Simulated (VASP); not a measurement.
Here is a VASP 6.6.1 calculation.

The input INCAR:

```
PREC     = Accurate       # precision mode
ENCUT    = 420            # plane-wave cutoff, eV
EDIFF    = 1E-8           # SCF threshold, eV
ISMEAR   = -1             # smearing method
SIGMA    = 0.05           # smearing width, eV
LREAL    = False          # projectors in reciprocal space
LASPH    = True           # aspherical terms in the spheres
NELM     = 120            # most SCF steps
ALGO     = Normal         # electronic algorithm
ISIF     = 2              # what is computed and relaxed
LWAVE    = False          # write WAVECAR
LCHARG   = False          # write CHGCAR
GGA      = PE             # functional
LEFG     = True         
NBANDS   = 16             # bands
GGA_COMPAT= False
```

Contents of KPOINTS:

```
Automatic mesh
0
Gamma
  12 12 9
```

POSCAR

```
ZrB2
1.0
    3.1649998255     -0.0158249991     -0.0158249991
   -1.5962047641      2.7488827515     -0.0057923517
   -0.0176000000     -0.0176000000      3.5200000000
Zr B
1 2
Direct
    0.0000000000      0.0000000000      0.0000000000
    0.3333333333      0.6666666667      0.5000000000
    0.6666666667      0.3333333333      0.5000000000
```

Potentials or basis: VASP PAW PBE potentials, release 64 (Zr_sv, B).

Launch:

```bash
$ cat potpaw_PBE.64/Zr_sv/POTCAR potpaw_PBE.64/B/POTCAR > POTCAR
$ mpirun -np 1 vasp_std > vasp.out
```

(1) Predict the largest force.

(2) Predict the pressure.

Answers

(1) 0.023 eV/Å.

(2) 2.7 GPa.

Caveat: the cell differs from its parent crystal (equal xy, yz and zx shear strains of -1 %); without QUAD_EFG the Cq values of the log hold for a quadrupole moment of 1 mb, not for the nuclei.
